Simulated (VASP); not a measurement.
# La (P6/mmm) in VASP: further runs

Runs on La. Level: PBE. Tasks: single point, relaxation of cell and atoms.

All numbers are computed with VASP 6.6.1; they aren't measurements. Logs are shortened: lines on timing, memory, paths and dates and some standing lists are left out, and cuts for length are marked.

## (1) The cell of the first run

It takes space group P6/mmm (No. 191, hexagonal). Conventional cell: a = 5.610 Å, b = 5.610 Å, c = 3.339 Å, α = 90.00°, β = 90.00°, γ = 120.00°. Within 4.4 Å of La (site symmetry 6/mmm) lie 14 La at 3.34 to 3.64 Å. Within 4.3 Å of La (site symmetry -6m2) lie 11 La at 3.24 to 3.64 Å.

This isn't the form of La at room conditions, which is double hcp.

## (2) Single point, PBE

File INCAR:

```
  ALGO = Normal
  EDIFF = 1E-6
  ENCUT = 520
  GGA = PE
  ISIF = 2
  ISMEAR = -1
  LASPH = True
  LCHARG = False
  LREAL = False
  LWAVE = False
  NBANDS = 24
  NELM = 80
  PREC = Accurate
  SIGMA = 0.1
```

File KPOINTS:

```
k-points
0
Gamma
  7 7 9
```

File POSCAR:

```
La
1.0
    5.6095097792      0.0000000000      0.0000000000
   -2.8047548896      4.8579779716      0.0000000000
    0.0000000000      0.0000000000      3.3388317000
La
3
Direct
    0.0000000000      0.0000000000      0.0000000000
    0.3333333333      0.6666666667      0.5000000000
    0.6666666667      0.3333333333      0.5000000000
```

Potentials or basis: VASP PAW PBE potentials, release 64 (La).

Command:

```sh
cat potpaw_PBE.64/La/POTCAR > POTCAR
mpirun -np 1 vasp_std > vasp.out
```

OUTCAR:

```text
EDIFF = 1E-6
   ENCUT = 520
   GGA = PE
   ISIF = 2
   ISMEAR = -1
   LASPH = True
   LREAL = False
   NELM = 80
   PREC = Accurate

 ion  position               nearest neighbor table
   1  0.000  0.000  0.000-   2 3.64   3 3.64   2 3.64   3 3.64   3 3.64   3 3.64   2 3.64   2 3.64
                             3 3.64   3 3.64   2 3.64   2 3.64
   2  0.333  0.667  0.500-   3 3.24   3 3.24   3 3.24   1 3.64   1 3.64   1 3.64   1 3.64   1 3.64
                             1 3.64
   3  0.667  0.333  0.500-   2 3.24   2 3.24   2 3.24   1 3.64   1 3.64   1 3.64   1 3.64   1 3.64
                             1 3.64

  LATTYP: Found a hexagonal cell.
 ALAT       =     5.6095097792
 C/A-ratio  =     0.5952091772

  Lattice vectors:

 A1 = (   5.6095097792,   0.0000000000,   0.0000000000)
 A2 = (  -2.8047548896,   4.8579779716,   0.0000000000)
 A3 = (   0.0000000000,   0.0000000000,   3.3388317000)

Analysis of symmetry for initial positions (statically):
=====================================================================
 Subroutine PRICEL returns:
 Original cell was already a primitive cell.

 Routine SETGRP: Setting up the symmetry group for a
 hexagonal supercell.

 Subroutine GETGRP returns: Found 24 space group operations
 (whereof 24 operations were pure point group operations)
 out of a pool of 24 trial point group operations.

The static configuration has the point symmetry D_6h.

Analysis of symmetry for dynamics (positions and initial velocities):
=====================================================================
 Subroutine PRICEL returns:
 Original cell was already a primitive cell.

 Routine SETGRP: Setting up the symmetry group for a
 hexagonal supercell.

 Subroutine GETGRP returns: Found 24 space group operations
 (whereof 24 operations were pure point group operations)
 out of a pool of 24 trial point group operations.

The dynamic configuration has the point symmetry D_6h.

 Subroutine INISYM returns: Found 24 space group operations
 (whereof 24 operations are pure point group operations),
 and found     1 'primitive' translations

----------------------------------------------------------------------------------------

                                     Primitive cell

  volume of cell :      90.9861

  direct lattice vectors                    reciprocal lattice vectors
     5.609509779  0.000000000  0.000000000     0.178268697  0.102923480  0.000000000
    -2.804754890  4.857977972  0.000000000     0.000000000  0.205846961  0.000000000
     0.000000000  0.000000000  3.338831700     0.000000000  0.000000000  0.299505962

  length of vectors
     5.609509779  5.609509779  3.338831700     0.205846961  0.205846961  0.299505962

  position of ions in fractional coordinates (direct lattice)
     0.000000000  0.000000000  0.000000000
     0.333333333  0.666666667  0.500000000
     0.666666667  0.333333333  0.500000000

  ion indices of the primitive-cell ions
   primitive index   ion index
                 1           1
                 2           2
                 3           3

----------------------------------------------------------------------------------------

 KPOINTS: k-points

Automatic generation of k-mesh.
 Grid dimensions read from file:
 generate k-points for:    7    7    9

 Generating k-lattice:

  Cartesian coordinates                     Fractional coordinates (reciprocal lattice)
     0.025466957  0.014703354  0.000000000     0.142857143  0.000000000  0.000000000
     0.000000000  0.029406709  0.000000000     0.000000000  0.142857143  0.000000000
     0.000000000  0.000000000  0.033278440     0.000000000  0.000000000  0.111111111

  Length of vectors
     0.029406709  0.029406709  0.033278440

  Shift w.r.t. Gamma in fractional coordinates (k-lattice)
     0.000000000  0.000000000  0.000000000

 Subroutine IBZKPT returns following result:
 ===========================================

 Found     40 irreducible k-points:

 Following reciprocal coordinates:
            Coordinates               Weight
  0.000000  0.000000  0.000000      1.000000
  0.142857  0.000000  0.000000      6.000000
  0.285714  0.000000  0.000000      6.000000
  0.428571 -0.000000  0.000000      6.000000
  0.142857  0.142857  0.000000      6.000000
  0.285714  0.142857  0.000000     12.000000
[... 16 lines left out ...]
  0.428571  0.142857  0.222222     12.000000
  0.285714  0.285714  0.222222     12.000000
 [... further k-points ...]
   k-points           NKPTS =     40   k-points in BZ     NKDIM =     40   number of bands    NBANDS=     24
   number of dos      NEDOS =    301   number of ions     NIONS =      3
   total plane-waves  NPLWV =  49392
   dimension x,y,z NGX =    42 NGY =   42 NGZ =   28
   dimension x,y,z NGXF=    84 NGYF=   84 NGZF=   56
   ions per type =               3
   NGX,Y,Z   is equivalent  to a cutoff of  12.45, 12.45, 13.94 a.u.
   NGXF,Y,Z  is equivalent  to a cutoff of  24.89, 24.89, 27.88 a.u.
 SYSTEM =  unknown system
   PREC   = accura    normal or accurate (medium, high low for compatibility)
   ISTART =      0    job   : 0-new  1-cont  2-samecut
   ICHARG =      2    charge: 1-file 2-atom 10-const
   ISPIN  =      1    spin polarized calculation?
   LNONCOLLINEAR =      F non collinear calculations
   LSORBIT =      F    spin-orbit coupling
   LASPH  =      T    aspherical Exc in radial PAW
   ENCUT  =  520.0 eV  38.22 Ry    6.18 a.u.  10.43 10.43  6.21*2*pi/ulx,y,z
   NELM   =     80;   NELMIN=  2; NELMDL= -5     # of ELM steps
   EDIFF  = 0.1E-05   stopping-criterion for ELM
   LREAL  =      F    real-space projection
   EDIFFG = 0.1E-04   stopping-criterion for IOM
   NSW    =      0    number of steps for IOM
   IBRION =     -1    ionic relax: 0-MD 1-quasi-New 2-CG
   NFREE  =      0    steps in history (QN), initial steepest desc. (CG)
   ISIF   =      2    stress and relaxation
   ISYM   =      2    0-nonsym 1-usesym 2-fastsym
   POTIM  = 0.5000    time-step for ionic-motion
   TEBEG  =    0.0;   TEEND  =   0.0 temperature during run
   PSTRESS=    0.0 pullay stress
   NELECT =      33.0000    total number of electrons
   NUPDOWN=      -1.0000    fix difference up-down
   EMIN   =  10.00;   EMAX   =-10.00  energy-range for DOS
   EFERMI =   0.00;   METHOD = LEGACY
   ISMEAR =    -1;   SIGMA  =   0.10  broadening in eV -4-tet -1-fermi 0-gaus
   EFERMI_NEDOS =   21; number of points for ismear=-14 and -15
   IALGO  =     38    algorithm
   IMIX   =      4    mixing-type and parameters
     AMIX     =   0.40;   BMIX     =  1.00
     AMIX_MAG =   1.60;   BMIX_MAG =  1.00
  volume/ion in A,a.u.               =      30.33       204.67
  Fermi-wavevector in a.u.,A,eV,Ry     =   1.167494  2.206243 18.545301  1.363041
  Thomas-Fermi vector in A             =   2.303993
   LORBIT       =      0    0 simple, 1 ext, 2 COOP (PROOUT), +10 PAW based schemes
   GGA     = PE    functional components
   LHFCALC =     F    Hartree Fock is set to
   AEXX    =    0.0000 exact exchange contribution
   IVDW    =     0    specifies the selected vdW correction
   LEPSILON=     F    determine dielectric tensor
   LRPA    =     F    only Hartree local field effects (RPA)
 non-spin polarized calculation
  energy-cutoff  :      520.00
  volume of cell :       90.99
 maximum number of plane-waves:      2478
 NGX is ok and might be reduce to    42
   NGX = 21   NGY = 21   NGZ = 13

 number of electron      33.0000002 magnetization

 Free energy of the ion-electron system (eV)
  ---------------------------------------------------
  ext. energy  EPLUGINS =         0.00000000
  ---------------------------------------------------
  free energy    TOTEN  =       -14.22269566 eV

  energy without entropy =      -14.09544949  energy(sigma->0) =      -14.15907258

 E-fermi :   9.9663     XC(G=0): -10.4123

 val. band max:        9.9535719013   @ k =   0.1429   0.0000   0.2222
 cond. band min:      10.0060030736   @ k =   0.2857   0.2857   0.3333
 fundamental gap:      0.0524311723
 Fermi energy:         9.9662726380

 k-point     1 :       0.0000    0.0000    0.0000
  band No.  band energies     occupation
      1     -22.7914      2.00000
      2     -22.3121      2.00000
      3     -22.2258      2.00000
      4      -7.1424      2.00000
      5      -7.1424      2.00000
      6      -6.7307      2.00000
[... 16 lines left out ...]
     23      11.9406      0.00000
     24      12.1989      0.00000

 k-point     2 :       0.1429    0.0000    0.0000
  band No.  band energies     occupation
      1     -22.7634      2.00000
      2     -22.3222      2.00000
      3     -22.2475      2.00000
      4      -7.3074      2.00000
      5      -7.2263      2.00000
      6      -6.5183      2.00000
[... 16 lines left out ...]
     23      11.9099      0.00000
     24      12.1107      0.00000

 k-point     3 :       0.2857    0.0000    0.0000
  band No.  band energies     occupation
      1     -22.6860      2.00000
      2     -22.3570      2.00000
      3     -22.2990      2.00000
      4      -7.5114      2.00000
      5      -7.1870      2.00000
      6      -6.1842      2.00000
[... 16 lines left out ...]
     23      11.9472      0.00000
     24      11.9857      0.00000

 k-point     4 :       0.4286   -0.0000    0.0000
  band No.  band energies     occupation
      1     -22.5804      2.00000
      2     -22.4396      2.00000
      3     -22.3290      2.00000
      4      -7.6250      2.00000
      5      -6.9261      2.00000
      6      -6.3918      2.00000
[... 16 lines left out ...]
     23      12.1361      0.00000
     24      12.1720      0.00000

 k-point     5 :       0.1429    0.1429    0.0000
  band No.  band energies     occupation
      1     -22.7107      2.00000
      2     -22.3408      2.00000
      3     -22.2880      2.00000
      4      -7.4030      2.00000
      5      -7.2932      2.00000
      6      -6.2198      2.00000
[... 451 lines left out ...]
 k-point    22 :       0.2857    0.1429    0.2222
  band No.  band energies     occupation
      1     -22.5100      2.00000
      2     -22.3023      2.00000
      3     -22.2563      2.00000
      4      -7.3453      2.00000
      5      -7.0134      2.00000
      6      -6.5200      2.00000
[... 16 lines left out ...]
     23      11.7295      0.00000
     24      11.8685      0.00000

 k-point    23 :       0.4286    0.1429    0.2222
  band No.  band energies     occupation
      1     -22.4372      2.00000
      2     -22.3602      2.00000
      3     -22.2740      2.00000
      4      -7.3802      2.00000
      5      -6.8792      2.00000
      6      -6.6818      2.00000
[... 16 lines left out ...]
     23      11.6568      0.00000
     24      11.8890      0.00000

 k-point    24 :       0.2857    0.2857    0.2222
  band No.  band energies     occupation
      1     -22.4262      2.00000
      2     -22.3321      2.00000
      3     -22.3137      2.00000
      4      -7.3358      2.00000
      5      -6.9007      2.00000
      6      -6.6863      2.00000
[... 16 lines left out ...]
     23      11.6310      0.00000
     24      11.9759      0.00000

 [... further k-points ...]

------------------------ aborting loop because EDIFF is reached ----------------------------------------

  FORCE on cell =-STRESS in cart. coord.  units (eV):
  Direction    XX          YY          ZZ          XY          YZ          ZX
  --------------------------------------------------------------------------------------
  -------------------------------------------------------------------------------------
  Total        4.0452248      4.0452248      4.0228853      0.0000000      0.0000000      0.0000000
  in kB       71.2325126     71.2325126     70.8391353      0.0000000      0.0000000      0.0000000
  external PRESSURE =      71.1013869 kB  Pullay stress =       0.0000000 kB

 VOLUME and BASIS-vectors are now :
 -----------------------------------------------------------------------------
  energy-cutoff  :      520.00
  volume of cell :       90.99
      direct lattice vectors                 reciprocal lattice vectors
     5.609509779  0.000000000  0.000000000     0.178268697  0.102923480  0.000000000
    -2.804754890  4.857977972  0.000000000     0.000000000  0.205846961  0.000000000
     0.000000000  0.000000000  3.338831700     0.000000000  0.000000000  0.299505962

 POSITION                                       TOTAL-FORCE (eV/Angst)
 -----------------------------------------------------------------------------------
      0.00000      0.00000      0.00000         0.000000      0.000000      0.000000
     -0.00000      3.23865      1.66942        -0.000000      0.000000     -0.000000
      2.80475      1.61933      1.66942         0.000000     -0.000000      0.000000
 -----------------------------------------------------------------------------------
    total drift:                               -0.000000      0.000000     -0.000000

  FREE ENERGIE OF THE ION-ELECTRON SYSTEM (eV)
  ---------------------------------------------------
  free  energy   TOTEN  =       -14.2226956594 eV

  energy  without entropy=      -14.0954494929  energy(sigma->0) =      -14.15907258
```

It took 1.9 min on 1 thread of Intel Xeon Platinum 8488C (Sapphire Rapids), shared host; peak memory 0.26 GiB.

Results:

```yaml
Free_energy: -14.2227 eV
Pressure: 7.1 GPa
Band_gap_on_the_k_mesh: zero (an odd number of electrons rules out a gap without spin polarisation)
```

Caveat: the cell stands under pressure; spin-orbit coupling is left out, which moves the levels of the heavy elements.

## (3) Single point, PBE

File INCAR:

```
PREC     = Accurate       # precision mode
ENCUT    = 520            # plane-wave cutoff, eV
EDIFF    = 1E-6           # SCF threshold, eV
ISMEAR   = -1             # smearing method
SIGMA    = 0.1            # smearing width, eV
LREAL    = False          # projectors in reciprocal space
LASPH    = True           # aspherical terms in the spheres
NELM     = 80             # most SCF steps
ALGO     = Normal         # electronic algorithm
ISIF     = 2              # what is computed and relaxed
LWAVE    = False          # write WAVECAR
LCHARG   = False          # write CHGCAR
GGA      = PE             # functional
NBANDS   = 24             # bands
```

File KPOINTS:

```
Automatic mesh
0
Gamma
  7 7 9
```

File POSCAR:

```
La
1.0
    5.6132944901      0.0000000000      0.0000000000
   -2.8066472450      4.8612556273      0.0000000000
    0.0000000000      0.0000000000      3.3407682355
La
3
Direct
    0.0000000000      0.0000000000      0.0000000000
    0.3333333333      0.6666666667      0.5000000000
    0.6666666667      0.3333333333      0.5000000000
```

Potentials or basis: VASP PAW PBE potentials, release 64 (La).

Command:

```sh
cat potpaw_PBE.64/La/POTCAR > POTCAR
mpirun -np 1 vasp_std > vasp.out
```

Wall time 2.2 min (1 thread of Intel Xeon Platinum 8488C (Sapphire Rapids), shared host); peak memory 0.26 GiB.

Results (log left out):

| Quantity | Value |
| --- | --- |
| Free energy | -14.2305 eV |
| Pressure | 7.0 GPa |
| Band gap on the k mesh | zero (an odd number of electrons rules out a gap without spin polarisation) |

Levels at points of the mesh, in eV from the Fermi level:
```
           k point  band 14  band 15  band 16  band 17  band 18  band 19  band 20  band 21
(0.00, 0.00, 0.00)    -1.82     0.44     0.81     0.81     0.94     0.94     1.01     1.66
```

Caveat: the cell stands under pressure; spin-orbit coupling is left out, which moves the levels of the heavy elements.

## (4) Relaxation of cell and atoms, PBE, target pressure 7 GPa, at which the enthalpy is minimised

This run uses another cell than the first one, of 30.86 Å³/atom.

File INCAR:

```
PREC = Accurate
ENCUT = 600
EDIFF = 1E-7
ISMEAR = -1
SIGMA = 0.1
LREAL = False
LASPH = True
NELM = 60
ALGO = Normal
ISIF = 3
LWAVE = False
LCHARG = False
GGA = PE
IBRION = 2
NSW = 60
EDIFFG = -0.005
PSTRESS = 70.0
```

KPOINTS is that of step 3.

File POSCAR:

```
La
1.0
    5.5661219490      0.0000000000      0.0000000000
   -2.7830609745      4.8204030084      0.0000000000
    0.0000000000      0.0000000000      3.4509956084
La
3
Direct
    0.0000000000      0.0000000000      0.0000000000
    0.3333333333      0.6666666667      0.5000000000
    0.6666666667      0.3333333333      0.5000000000
```

Command:

```sh
cat potpaw_PBE.64/La/POTCAR > POTCAR
mpirun -np 1 vasp_std > vasp.out
```

It took 4.7 min on 1 thread of Intel Xeon 6975P-C (Granite Rapids), shared host; peak memory 0.3 GiB.

The run converged. Its results:

| Property | Result |
| --- | --- |
| Free energy | -14.2350 eV |
| Relaxed volume | 30.40 Å³/atom |
| Relaxed cell | a = 5.615 Å, b = 5.615 Å, c = 3.341 Å, α = 90.00°, β = 90.00°, γ = 120.00° |
| Space group after relaxing (to 0.1 Å) | P6/mmm (No. 191) |
| Energy change on relaxing (the run minimises the enthalpy) | +14.5 meV/atom |
| Ionic steps | 7 |
| Pressure after relaxing | 7.0 GPa |
| Band gap on the k mesh | zero (an odd number of electrons rules out a gap without spin polarisation) |

The path:
```
step  energy change (eV)  largest force (eV/Å)  pressure (GPa)  volume (Å³)
   1              0.0000                0.0000            6.52        92.59
   2              0.0423                0.0000            7.02        91.35
   3              0.0811                0.0000            7.43        90.39
   4              0.0388                0.0000            6.96        91.31
   5              0.0406                0.0000            6.98        91.27
   6              0.0398                0.0000            6.97        91.29
   7              0.0434                0.0000            7.01        91.21
```

Final structure:
```yaml
crystal:
  lattice:
    - [5.61467, 0.00000, 0.00000]
    - [-2.80733, 4.86245, 0.00000]
    - [0.00000, 0.00000, 3.34078]
  atoms:
    - { symbol: La, position: [0.00000, 0.00000, 0.00000] }
    - { symbol: La, position: [0.33333, 0.66667, 0.50000] }
    - { symbol: La, position: [0.66667, 0.33333, 0.50000] }
```

Levels at points of the mesh, in eV from the Fermi level:
```tsv
k point	band 13	band 14	band 15	band 16	band 17	band 18	band 19	band 20
(0.00, 0.00, 0.00)	-2.86	-1.82	0.44	0.81	0.81	0.94	0.94	1.01
```

Caveat: the cell is relaxed towards a set pressure, so the run minimises the enthalpy, not the energy; spin-orbit coupling is left out, which moves the levels of the heavy elements.

## (5) Summary

```tsv
task	cell	cutoff (eV)	gap on the mesh (eV)	pressure (GPa)
single point	a = 5.610, b = 5.610, c = 3.339 Å, angles 90.0, 90.0, 120.0°, 3 atoms	520	none	7.1
single point	a = 5.613, b = 5.613, c = 3.341 Å, angles 90.0, 90.0, 120.0°, 3 atoms	520	none	7.0
relaxation of cell and atoms	relaxed to 7 GPa from a = 5.566, b = 5.566, c = 3.451 Å, angles 90.0, 90.0, 120.0°, 3 atoms	600	none	7.0
```

Alike in all rows: level PBE; potentials or basis VASP PAW PBE potentials, release 64 (La); no spin polarisation; k mesh 7 × 7 × 9; smearing fermi-dirac 0.1 eV.

Caveats: spin-orbit coupling is left out, which moves the levels of the heavy elements; the cell stands under pressure (at least some runs); the cell is relaxed towards a set pressure, so the run minimises the enthalpy, not the energy (at least some runs).

Total energies depend on the potentials used, so only differences within one code and one set of settings carry meaning.
